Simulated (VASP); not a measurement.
# MgBe2SO2: single point with PBE

MgBe2SO2:

```
Mg Be S O
1.0
     3.68249    0.00000    0.00000
     0.00000    3.68249    0.00000
     0.00000    0.00000    5.28801
Mg Be S O
1 2 1 2
Direct
  0.50000 0.50000 0.50000
  0.00000 0.50000 0.00000
  0.50000 0.00000 0.00000
  0.50000 0.50000 0.00000
  0.00000 0.50000 0.50000
  0.50000 0.00000 0.50000
```

The cell was built from a structure type or drawn by symmetry, and may not be a known phase.

```
Program             : VASP 6.6.1
Task                : single point
Functional          : PBE
Potentials or basis : VASP PAW PBE potentials, release 64 (Mg, Be, S, O)
Cutoff              : 520 eV
k mesh              : 6 × 6 × 4
Occupations         : gaussian, width 0.1 eV
Spin                : collinear spin, ferromagnetic start
Starting moments    : [0.0, 0.0, 0.0, 0.0, 1.0, 1.0] μB
```

```
Pressure                                              : 18.8 GPa
Band gap on the k mesh                                : zero (filled and empty bands overlap)
Net moment                                            : 0.01 μB per cell
Valence electrons inside the program's atomic spheres : Mg 0.60; Be 1.08; S 4.03; O 4.94
```

Stress tensor (GPa, compression positive):
```
 33.88   0.00   0.00
  0.00  33.88   0.00
  0.00   0.00 -11.30
```

Levels at points of the mesh, in eV from the Fermi level:
Spin up:
| k point | band 10 | band 11 | band 12 | band 13 | band 14 | band 15 |
| --- | --- | --- | --- | --- | --- | --- |
| (0.00, 0.00, 0.00) | -1.26 | -0.23 | 0.03 | 0.03 | 2.02 | 5.28 |
| (0.50, 0.00, 0.00) | -1.36 | -1.19 | -1.11 | 1.59 | 1.78 | 2.82 |
| (0.50, 0.50, 0.00) | -2.68 | -2.34 | -0.82 | 0.83 | 3.52 | 3.52 |
| (0.00, 0.00, 0.50) | -1.44 | 0.04 | 0.04 | 0.46 | 2.87 | 5.11 |
| (0.50, 0.00, 0.50) | -1.64 | -1.52 | -1.11 | 1.25 | 1.42 | 2.47 |
| (0.50, 0.50, 0.50) | -1.52 | -1.52 | -0.81 | 0.83 | 1.64 | 1.64 |
Spin down:
| k point | band 10 | band 11 | band 12 | band 13 | band 14 | band 15 |
| --- | --- | --- | --- | --- | --- | --- |
| (0.00, 0.00, 0.00) | -1.26 | -0.21 | 0.03 | 0.03 | 2.02 | 5.29 |
| (0.50, 0.00, 0.00) | -1.36 | -1.19 | -1.11 | 1.60 | 1.78 | 2.83 |
| (0.50, 0.50, 0.00) | -2.68 | -2.33 | -0.82 | 0.83 | 3.52 | 3.52 |
| (0.00, 0.00, 0.50) | -1.44 | 0.04 | 0.04 | 0.47 | 2.87 | 5.11 |
| (0.50, 0.00, 0.50) | -1.64 | -1.52 | -1.11 | 1.25 | 1.43 | 2.47 |
| (0.50, 0.50, 0.50) | -1.52 | -1.52 | -0.81 | 0.83 | 1.64 | 1.64 |

Run time: 110 s on 1 thread of Intel(R) Xeon(R) Platinum 8124M CPU @ 3.00GHz (Skylake/Cascade Lake), with other jobs on the host, peak memory 0.25 GiB.

Caveat: the cell stands under pressure; semilocal functionals underestimate gaps, so a narrow gap can read as zero.
